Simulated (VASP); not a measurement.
# Lu2Sb3Pd (P-4m2) in VASP: notebook

Lu2Sb3Pd is run at these levels: PBEsol; tasks: single point.

All numbers are computed with VASP 6.6.1; they aren't measurements. Logs are shortened: lines on timing, memory, paths and dates and some standing lists are left out, and cuts for length are marked.

## Step 1: The cell of the first run

It takes space group P-4m2 (No. 115, tetragonal). The conventional cell has a = 3.951 Å, b = 3.951 Å, c = 8.660 Å, α = 90.00°, β = 90.00°, γ = 90.00°. Within 3.7 Å of Sb (site symmetry -4m2) lie 4 Pd at 2.79 Å and 4 Lu at 3.03 Å. Within 4.0 Å of Sb (site symmetry 2mm) lie 5 Lu at 2.97 to 3.05 Å and 10 Sb at 3.46 to 3.95 Å and 2 Pd at 3.85 Å. Pd (site symmetry -4m2) has 4 Sb at 2.79 Å and 4 Lu at 3.03 Å within 3.7 Å. Lu (site symmetry 2mm) has 7 Sb at 2.97 to 3.05 Å and 2 Pd at 3.03 Å and 4 Lu at 3.95 Å within 4.0 Å.

## Step 2: Single point, PBEsol

Input file INCAR:

```
SYSTEM = Lu2Sb3Pd
ALGO = Normal
EDIFF = 1E-7
ENCUT = 520
GGA = PS
ISIF = 2
ISMEAR = -1
LASPH = .TRUE.
LCHARG = .TRUE.
LELF = .TRUE.
LREAL = .FALSE.
LVHAR = .TRUE.
LWAVE = .FALSE.
NBANDS = 46
NELM = 80
PREC = Accurate
SIGMA = 0.1
```

Input file KPOINTS:

```
k-points
0
G
  5 5 2
  0 0 0
```

Input file POSCAR:

```
Lu2Sb3Pd
1.0
    3.9514360000      0.0000000000      0.0000000000
    0.0000000000      3.9514360000      0.0000000000
    0.0000000000      0.0000000000      8.6600890000
Sb Pd Lu
3 1 2
Direct
    0.5000000000      0.5000000000      0.0000000000
    0.0000000000      0.5000000000      0.3820000000
    0.5000000000      0.0000000000      0.6180000000
    0.0000000000      0.0000000000      0.0000000000
    0.0000000000      0.5000000000      0.7340000000
    0.5000000000      0.0000000000      0.2660000000
```

Potentials or basis: VASP PAW PBE potentials, release 64 (Sb, Pd, Lu).

The run is started by

```console
> cat potpaw_PBE.64/Sb/POTCAR potpaw_PBE.64/Pd/POTCAR potpaw_PBE.64/Lu/POTCAR > POTCAR
> mpirun -np 1 vasp_std > vasp.out
```

OUTCAR:

```text
SYSTEM = Lu2Sb3Pd
   EDIFF = 1E-7
   ENCUT = 520
   GGA = PS
   ISIF = 2
   ISMEAR = -1
   LASPH = .TRUE.
   LREAL = .FALSE.
   NELM = 80
   PREC = Accurate

 ion  position               nearest neighbor table
   1  0.500  0.500  0.000-   4 2.79   4 2.79   4 2.79   4 2.79   6 3.03   6 3.03   5 3.03   5 3.03

   2  0.000  0.500  0.382-   6 2.97   6 2.97   6 2.97   6 2.97   5 3.05   3 3.46   3 3.46   3 3.46
                             3 3.46
   3  0.500  0.000  0.618-   5 2.97   5 2.97   5 2.97   5 2.97   6 3.05   2 3.46   2 3.46   2 3.46
                             2 3.46
   4  0.000  0.000  0.000-   1 2.79   1 2.79   1 2.79   1 2.79   5 3.03   6 3.03   6 3.03   5 3.03

   5  0.000  0.500  0.734-   3 2.97   3 2.97   3 2.97   3 2.97   4 3.03   1 3.03   4 3.03   1 3.03
                             2 3.05
   6  0.500  0.000  0.266-   2 2.97   2 2.97   2 2.97   2 2.97   1 3.03   4 3.03   4 3.03   1 3.03
                             3 3.05

  LATTYP: Found a simple tetragonal cell.
 ALAT       =     3.9514360000
 C/A-ratio  =     2.1916308400

  Lattice vectors:

 A1 = (   3.9514360000,   0.0000000000,   0.0000000000)
 A2 = (   0.0000000000,   3.9514360000,   0.0000000000)
 A3 = (   0.0000000000,   0.0000000000,   8.6600890000)

Analysis of symmetry for initial positions (statically):
=====================================================================
 Subroutine PRICEL returns:
 Original cell was already a primitive cell.

 Routine SETGRP: Setting up the symmetry group for a
 simple tetragonal supercell.

 Subroutine GETGRP returns: Found  8 space group operations
 (whereof  8 operations were pure point group operations)
 out of a pool of 16 trial point group operations.

The static configuration has the point symmetry D_2d.

Analysis of symmetry for dynamics (positions and initial velocities):
=====================================================================
 Subroutine PRICEL returns:
 Original cell was already a primitive cell.

 Routine SETGRP: Setting up the symmetry group for a
 simple tetragonal supercell.

 Subroutine GETGRP returns: Found  8 space group operations
 (whereof  8 operations were pure point group operations)
 out of a pool of 16 trial point group operations.

The dynamic configuration has the point symmetry D_2d.

 Subroutine INISYM returns: Found  8 space group operations
 (whereof  8 operations are pure point group operations),
 and found     1 'primitive' translations

----------------------------------------------------------------------------------------

                                     Primitive cell

  volume of cell :     135.2173

  direct lattice vectors                    reciprocal lattice vectors
     3.951436000  0.000000000  0.000000000     0.253072554  0.000000000  0.000000000
     0.000000000  3.951436000  0.000000000     0.000000000  0.253072554  0.000000000
     0.000000000  0.000000000  8.660089000     0.000000000  0.000000000  0.115472254

  length of vectors
     3.951436000  3.951436000  8.660089000     0.253072554  0.253072554  0.115472254

  position of ions in fractional coordinates (direct lattice)
     0.500000000  0.500000000  0.000000000
     0.000000000  0.500000000  0.382000000
     0.500000000  0.000000000  0.618000000
     0.000000000  0.000000000  0.000000000
     0.000000000  0.500000000  0.734000000
     0.500000000  0.000000000  0.266000000

  ion indices of the primitive-cell ions
   primitive index   ion index
                 1           1
                 2           2
                 3           3
                 4           4
                 5           5
                 6           6

----------------------------------------------------------------------------------------

 KPOINTS: k-points

Automatic generation of k-mesh.
 Grid dimensions read from file:
 generate k-points for:    5    5    2

 Generating k-lattice:

  Cartesian coordinates                     Fractional coordinates (reciprocal lattice)
     0.050614511  0.000000000  0.000000000     0.200000000  0.000000000  0.000000000
     0.000000000  0.050614511  0.000000000     0.000000000  0.200000000  0.000000000
     0.000000000  0.000000000  0.057736127     0.000000000  0.000000000  0.500000000

  Length of vectors
     0.050614511  0.050614511  0.057736127

  Shift w.r.t. Gamma in fractional coordinates (k-lattice)
     0.000000000  0.000000000  0.000000000

 Subroutine IBZKPT returns following result:
 ===========================================

 Found     12 irreducible k-points:

 Following reciprocal coordinates:
            Coordinates               Weight
  0.000000  0.000000  0.000000      1.000000
  0.200000  0.000000  0.000000      4.000000
  0.400000  0.000000  0.000000      4.000000
  0.200000  0.200000  0.000000      4.000000
  0.400000  0.200000  0.000000      8.000000
  0.400000  0.400000  0.000000      4.000000
  0.000000  0.000000  0.500000      1.000000
  0.200000  0.000000  0.500000      4.000000
  0.400000  0.000000  0.500000      4.000000
  0.200000  0.200000  0.500000      4.000000
  0.400000  0.200000  0.500000      8.000000
  0.400000  0.400000  0.500000      4.000000
   k-points           NKPTS =     12   k-points in BZ     NKDIM =     12   number of bands    NBANDS=     46
   number of dos      NEDOS =    301   number of ions     NIONS =      6
   total plane-waves  NPLWV =  57600
   dimension x,y,z NGX =    30 NGY =   30 NGZ =   64
   dimension x,y,z NGXF=    60 NGYF=   60 NGZF=  128
   ions per type =               3   1   2
   NGX,Y,Z   is equivalent  to a cutoff of  12.62, 12.62, 12.29 a.u.
   NGXF,Y,Z  is equivalent  to a cutoff of  25.24, 25.24, 24.57 a.u.
 SYSTEM =  Lu2Sb3Pd
   PREC   = accura    normal or accurate (medium, high low for compatibility)
   ISTART =      0    job   : 0-new  1-cont  2-samecut
   ICHARG =      2    charge: 1-file 2-atom 10-const
   ISPIN  =      1    spin polarized calculation?
   LNONCOLLINEAR =      F non collinear calculations
   LSORBIT =      F    spin-orbit coupling
   LASPH  =      T    aspherical Exc in radial PAW
   ENCUT  =  520.0 eV  38.22 Ry    6.18 a.u.   7.35  7.35 16.10*2*pi/ulx,y,z
   NELM   =     80;   NELMIN=  2; NELMDL= -5     # of ELM steps
   EDIFF  = 0.1E-06   stopping-criterion for ELM
   LREAL  =      F    real-space projection
   EDIFFG = 0.1E-05   stopping-criterion for IOM
   NSW    =      0    number of steps for IOM
   IBRION =     -1    ionic relax: 0-MD 1-quasi-New 2-CG
   NFREE  =      0    steps in history (QN), initial steepest desc. (CG)
   ISIF   =      2    stress and relaxation
   ISYM   =      2    0-nonsym 1-usesym 2-fastsym
   POTIM  = 0.5000    time-step for ionic-motion
   TEBEG  =    0.0;   TEEND  =   0.0 temperature during run
   PSTRESS=    0.0 pullay stress
   NELECT =      75.0000    total number of electrons
   NUPDOWN=      -1.0000    fix difference up-down
   EMIN   =  10.00;   EMAX   =-10.00  energy-range for DOS
   EFERMI =   0.00;   METHOD = LEGACY
   ISMEAR =    -1;   SIGMA  =   0.10  broadening in eV -4-tet -1-fermi 0-gaus
   EFERMI_NEDOS =   21; number of points for ismear=-14 and -15
   IALGO  =     38    algorithm
   IMIX   =      4    mixing-type and parameters
     AMIX     =   0.40;   BMIX     =  1.00
     AMIX_MAG =   1.60;   BMIX_MAG =  1.00
  volume/ion in A,a.u.               =      22.54       152.08
  Fermi-wavevector in a.u.,A,eV,Ry     =   1.345089  2.541850 24.616553  1.809266
  Thomas-Fermi vector in A             =   2.473031
   LORBIT       =      0    0 simple, 1 ext, 2 COOP (PROOUT), +10 PAW based schemes
   GGA     = PS    functional components
   LHFCALC =     F    Hartree Fock is set to
   AEXX    =    0.0000 exact exchange contribution
   IVDW    =     0    specifies the selected vdW correction
   LEPSILON=     F    determine dielectric tensor
   LRPA    =     F    only Hartree local field effects (RPA)
 non-spin polarized calculation
  energy-cutoff  :      520.00
  volume of cell :      135.22
 maximum number of plane-waves:      3680
 NGX is ok and might be reduce to    30
   NGX = 15   NGY = 15   NGZ = 33

 number of electron      74.9999988 magnetization

 Free energy of the ion-electron system (eV)
  ---------------------------------------------------
  ext. energy  EPLUGINS =         0.00000000
  ---------------------------------------------------
  free energy    TOTEN  =       -33.26822410 eV

  energy without entropy =      -33.12662517  energy(sigma->0) =      -33.19742463

 E-fermi :   6.7879     XC(G=0): -11.3688

 val. band max:        6.7710018988   @ k =   0.2000   0.2000   0.5000
 cond. band min:       6.7881700644   @ k =   0.2000   0.2000   0.5000
 fundamental gap:      0.0171681656
 Fermi energy:         6.7879236604

 k-point     1 :       0.0000    0.0000    0.0000
  band No.  band energies     occupation
      1     -48.8635      2.00000
      2     -48.8633      2.00000
      3     -19.6677      2.00000
      4     -19.6414      2.00000
      5     -19.5383      2.00000
      6     -19.5383      2.00000
[... 38 lines left out ...]
     45      10.4234      0.00000
     46      10.9150      0.00000

 k-point     2 :       0.2000    0.0000    0.0000
  band No.  band energies     occupation
      1     -48.8629      2.00000
      2     -48.8627      2.00000
      3     -19.6618      2.00000
      4     -19.6404      2.00000
      5     -19.5698      2.00000
      6     -19.5629      2.00000
[... 38 lines left out ...]
     45      10.6027      0.00000
     46      10.9745      0.00000

 k-point     3 :       0.4000    0.0000    0.0000
  band No.  band energies     occupation
      1     -48.8620      2.00000
      2     -48.8619      2.00000
      3     -19.6501      2.00000
      4     -19.6411      2.00000
      5     -19.6199      2.00000
      6     -19.6103      2.00000
[... 38 lines left out ...]
     45      10.9030      0.00000
     46      11.3712      0.00000

 k-point     4 :       0.2000    0.2000    0.0000
  band No.  band energies     occupation
      1     -48.8624      2.00000
      2     -48.8622      2.00000
      3     -19.6560      2.00000
      4     -19.6387      2.00000
      5     -19.5661      2.00000
      6     -19.5647      2.00000
[... 38 lines left out ...]
     45      11.1922      0.00000
     46      11.3179      0.00000

 k-point     5 :       0.4000    0.2000    0.0000
  band No.  band energies     occupation
      1     -48.8614      2.00000
      2     -48.8613      2.00000
      3     -19.6451      2.00000
      4     -19.6380      2.00000
      5     -19.6145      2.00000
      6     -19.6048      2.00000
[... 38 lines left out ...]
     45      11.5342      0.00000
     46      11.6928      0.00000

 k-point     6 :       0.4000    0.4000    0.0000
  band No.  band energies     occupation
      1     -48.8605      2.00000
      2     -48.8604      2.00000
      3     -19.6363      2.00000
      4     -19.6337      2.00000
      5     -19.6083      2.00000
      6     -19.6028      2.00000
[... 38 lines left out ...]
     45      12.0448      0.00000
     46      12.1011      0.00000

 k-point     7 :       0.0000    0.0000    0.5000
  band No.  band energies     occupation
      1     -48.8634      2.00000
      2     -48.8633      2.00000
      3     -19.6593      2.00000
      4     -19.6500      2.00000
      5     -19.5381      2.00000
      6     -19.5381      2.00000
[... 38 lines left out ...]
     45      10.8841      0.00000
     46      11.3088      0.00000

 k-point     8 :       0.2000    0.0000    0.5000
  band No.  band energies     occupation
      1     -48.8629      2.00000
      2     -48.8628      2.00000
      3     -19.6552      2.00000
      4     -19.6473      2.00000
      5     -19.5695      2.00000
      6     -19.5628      2.00000
[... 38 lines left out ...]
     45      11.1240      0.00000
     46      11.4604      0.00000

 k-point     9 :       0.4000    0.0000    0.5000
  band No.  band energies     occupation
      1     -48.8620      2.00000
      2     -48.8619      2.00000
      3     -19.6492      2.00000
      4     -19.6442      2.00000
      5     -19.6187      2.00000
      6     -19.6092      2.00000
[... 38 lines left out ...]
     45      10.9487      0.00000
     46      11.4572      0.00000

 k-point    10 :       0.2000    0.2000    0.5000
  band No.  band energies     occupation
      1     -48.8623      2.00000
      2     -48.8622      2.00000
      3     -19.6509      2.00000
      4     -19.6444      2.00000
      5     -19.5652      2.00000
      6     -19.5652      2.00000
[... 38 lines left out ...]
     45      11.2543      0.00000
     46      11.5832      0.00000

 k-point    11 :       0.4000    0.2000    0.5000
  band No.  band energies     occupation
      1     -48.8614      2.00000
      2     -48.8614      2.00000
      3     -19.6441      2.00000
      4     -19.6404      2.00000
      5     -19.6137      2.00000
      6     -19.6041      2.00000
[... 38 lines left out ...]
     45      11.3892      0.00000
     46      11.5509      0.00000

 k-point    12 :       0.4000    0.4000    0.5000
  band No.  band energies     occupation
      1     -48.8605      2.00000
      2     -48.8605      2.00000
      3     -19.6359      2.00000
      4     -19.6345      2.00000
      5     -19.6061      2.00000
      6     -19.6047      2.00000
[... 38 lines left out ...]
     45      11.1713      0.00000
     46      11.7616      0.00000

------------------------ aborting loop because EDIFF is reached ----------------------------------------

  FORCE on cell =-STRESS in cart. coord.  units (eV):
  Direction    XX          YY          ZZ          XY          YZ          ZX
  --------------------------------------------------------------------------------------
  -------------------------------------------------------------------------------------
  Total        3.0742417      3.0742417      4.1798503      0.0000000      0.0000000     -0.0000000
  in kB       36.4264062     36.4264062     49.5266614      0.0000000      0.0000000     -0.0000000
  external PRESSURE =      40.7931579 kB  Pullay stress =       0.0000000 kB

 VOLUME and BASIS-vectors are now :
 -----------------------------------------------------------------------------
  energy-cutoff  :      520.00
  volume of cell :      135.22
      direct lattice vectors                 reciprocal lattice vectors
     3.951436000  0.000000000  0.000000000     0.253072554  0.000000000  0.000000000
     0.000000000  3.951436000  0.000000000     0.000000000  0.253072554  0.000000000
     0.000000000  0.000000000  8.660089000     0.000000000  0.000000000  0.115472254

 POSITION                                       TOTAL-FORCE (eV/Angst)
 -----------------------------------------------------------------------------------
      1.97572      1.97572      0.00000         0.000000     -0.000000      0.000000
      0.00000      1.97572      3.30815         0.000000     -0.000000     -0.053245
      1.97572      0.00000      5.35194         0.000000      0.000000      0.053245
      0.00000      0.00000      0.00000         0.000000     -0.000000      0.000000
      0.00000      1.97572      6.35651        -0.000000     -0.000000      0.365415
      1.97572      0.00000      2.30358         0.000000     -0.000000     -0.365415
 -----------------------------------------------------------------------------------
    total drift:                                0.000000      0.000000      0.000000

  FREE ENERGIE OF THE ION-ELECTRON SYSTEM (eV)
  ---------------------------------------------------
  free  energy   TOTEN  =       -33.2682240994 eV

  energy  without entropy=      -33.1266251704  energy(sigma->0) =      -33.19742463
```

It took 73 s on 1 thread of Intel Xeon Platinum 8488C (Sapphire Rapids), shared host; peak memory 0.27 GiB.

Results:

```
Free energy            : -33.2682 eV
Pressure               : 4.1 GPa
Largest force          : 0.365 eV/Å
Band gap on the k mesh : zero (an odd number of electrons rules out a gap without spin polarisation)
```

Forces in eV/Å, atoms in the order of the input:
```
Sb   0.000  0.000  0.000
Sb   0.000  0.000 -0.053
Sb   0.000  0.000  0.053
Pd   0.000  0.000  0.000
Lu   0.000  0.000  0.365
Lu   0.000  0.000 -0.365
```

Stress tensor (GPa, compression positive):
```
3.64 0.00 0.00
0.00 3.64 0.00
0.00 0.00 4.95
```

Caveat: the k points lie up to 0.36 Å⁻¹ apart, too coarse for converged energies and pressures of a metal; the PAW data sets were made with another functional, which shifts forces and pressure a little; spin-orbit coupling is left out, which moves the levels of the heavy elements.

## Step 3: Single point, PBEsol

Input file INCAR:

```
  PREC = Accurate
  ENCUT = 520
  EDIFF = 1E-7
  ISMEAR = 1
  SIGMA = 0.025
  LREAL = F
  LASPH = T
  NELM = 100
  ALGO = Normal
  ISIF = 2
  LWAVE = F
  LCHARG = T
  GGA = PS
  LELF = T
  LVHAR = T
  NBANDS = 46
```

Input file KPOINTS:

```
Automatic mesh
0
Gamma
  5 5 2
```

POSCAR is that of step 2.

Potentials or basis: VASP PAW PBE potentials, release 64 (Sb, Pd, Lu).

The run is started by

```console
> cat potpaw_PBE.64/Sb/POTCAR potpaw_PBE.64/Pd/POTCAR potpaw_PBE.64/Lu/POTCAR > POTCAR
> mpirun -np 1 vasp_std > vasp.out
```

Wall time 86 s (1 thread of Intel Xeon Platinum 8488C (Sapphire Rapids), shared host); peak memory 0.27 GiB.

The run converged. Its results:

| Property | Result |
| --- | --- |
| Free energy | -33.1864 eV |
| Pressure | 4.0 GPa |
| Largest force | 0.301 eV/Å |
| Band gap on the k mesh | zero (an odd number of electrons rules out a gap without spin polarisation) |

Forces on the atoms (eV/Å):
```
Sb   0.000  0.000  0.000
Sb   0.000  0.000  0.029
Sb   0.000  0.000 -0.029
Pd   0.000  0.000  0.000
Lu   0.000  0.000  0.301
Lu   0.000  0.000 -0.301
```

Stress tensor (GPa, compression positive):
```
3.54 0.00 0.00
0.00 3.54 0.00
0.00 0.00 4.88
```

Levels at points of the mesh, in eV from the Fermi level:
```
           k point  band 35  band 36  band 37  band 38  band 39  band 40
(0.00, 0.00, 0.00)    -0.68    -0.68    -0.12     0.07     1.73     1.75
(0.00, 0.00, 0.50)    -0.76    -0.76     0.05     0.23     0.36     1.78
```

Caveat: the k points lie up to 0.36 Å⁻¹ apart, too coarse for converged energies and pressures of a metal; the PAW data sets were made with another functional, which shifts forces and pressure a little; spin-orbit coupling is left out, which moves the levels of the heavy elements.
